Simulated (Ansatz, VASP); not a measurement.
**One calculation of Ti, two programs**

Contents of INCAR:

```
ALGO = Normal
EDIFF = 1E-6
EDIFFG = -0.01
ENCUT = 600
GGA = RE
IBRION = 2
ISIF = 3
ISMEAR = -1
LASPH = T
LCHARG = F
LREAL = F
LWAVE = F
NELM = 80
NSW = 80
PREC = Accurate
SIGMA = 0.1
```

KPOINTS

```
k-points
0
Gamma
  8 8 11
```

Contents of POSCAR:

```
Ti
1.0
    4.6382998794      0.0000000000      0.0000000000
   -2.3191499397      4.0168855259      0.0000000000
    0.0000000000      0.0000000000      2.8432778261
Ti
3
Direct
    0.0000000000      0.0000000000      0.0000000000
    0.3333333333      0.6666666667      0.5000000000
    0.6666666667      0.3333333333      0.5000000000
```

Input for Ansatz:

```yaml
crystal:
  lattice:
    - [4.6382998794, 0.0, 0.0]
    - [-2.3191499397, 4.0168855259, 0.0]
    - [0.0, 0.0, 2.8432778261]
  atoms:
    - { symbol: Ti, position: [0.0, 0.0, 0.0] }
    - { symbol: Ti, position: [0.3333333333, 0.6666666667, 0.5] }
    - { symbol: Ti, position: [0.6666666667, 0.3333333333, 0.5] }
hamiltonian:
  xc: revpbe
  pseudopotentials:
    kind: paw
    azcp:
      Ti: "pseudopotentials/Ti.paw.azcp"
basis:
  ecutwfc: 420
  fft_grid_basis: typed
kpoints:
  mp_grid: { grid: [8, 8, 11], shift: [0, 0, 0] }
magnetization:
  spin_polarized: false
scf:
  occupations: { method: fermi_dirac, width: 0.1 }
relax:
  max_steps: 60
  f_tol: 0.01
  cell: {}
```

Alike in both runs: task relaxation of cell and atoms; functional revPBE; k mesh 8 × 8 × 11; occupations fermi-dirac, width 0.1 eV; no spin polarisation.

|  | VASP | Ansatz |
| --- | --- | --- |
| version | VASP 6.6.1 | Ansatz 0.2.0 |
| potentials or method | VASP PAW PBE potentials, release 64 (Ti_sv), cutoff 600 eV | plane waves (420 eV) with PAW, scalar-relativistic |
| valence electrons in the cell | 36 | 36 |

```csv
,VASP,Ansatz,Ansatz less VASP
relaxed volume (Å³/atom),17.49,17.53,+0.037
relaxed cell length with the largest relative difference (Å),4.612,4.616,+0.0038
```

VASP's potentials were made for PBE, not for revPBE.
